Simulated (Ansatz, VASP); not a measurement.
# SiC: VASP beside Ansatz

The input INCAR:

```
SYSTEM = SiC
PREC = Accurate ; ENCUT = 600
EDIFF = 1E-6 ; ISMEAR = -1
SIGMA = 0.08 ; LREAL = .FALSE.
LASPH = .TRUE. ; NELM = 120
ALGO = Normal ; ISIF = 2
LWAVE = .FALSE. ; LCHARG = .TRUE.
GGA = PE ; LELF = .TRUE.
LVHAR = .TRUE. ; NBANDS = 11
GGA_COMPAT = .FALSE.
```

File KPOINTS:

```
Automatic mesh
0
G
  14 14 14
  0 0 0
```

Contents of POSCAR:

```
SiC
1.0
    2.5306007953      0.0000000000      0.0000000000
    0.0000000000      2.5306007953      0.0000000000
    0.0000000000      0.0000000000      2.5306007953
Si C
1 1
Direct
    0.0000000000      0.0000000000      0.0000000000
    0.5000000000      0.5000000000      0.5000000000
```

Input for Ansatz:

```yaml
crystal:
  lattice:
    - [2.5306007953, 0.0, 0.0]
    - [0.0, 2.5306007953, 0.0]
    - [0.0, 0.0, 2.5306007953]
  atoms:
    - { symbol: Si, position: [0.0, 0.0, 0.0] }
    - { symbol: C, position: [0.5, 0.5, 0.5] }
kpoints:
  mp_grid: { grid: [14, 14, 14] }
scf:
  occupations: { method: fermi_dirac, width: 0.08 }
hamiltonian:
  xc: pbe
  pseudopotentials: { kind: paw }
output:
  forces: true
  stress: true
  eigenvalues: true
  populations: true
```

Change from the starting cell: volume scaled by 0.88, PAW files.

Alike in both runs: task single point; functional PBE; k mesh 14 × 14 × 14; occupations fermi-dirac, width 0.08 eV; no spin polarisation.

|  | VASP | Ansatz |
| --- | --- | --- |
| version | VASP 6.6.1 | Ansatz 0.2.0 |
| potentials or method | VASP PAW PBE potentials, release 64 (Si, C) | PAW with Ansatz's default frozen-core files, scalar-relativistic |
| plane-wave cutoff (eV) | 600 | 420 |
| valence electrons in the cell | 8 | 8 |

```tsv
	VASP	Ansatz	Ansatz less VASP
pressure (GPa)	29.1	29.1	+0.01
```

Both programs put the cell under a high pressure, so it lies far from rest at this level.
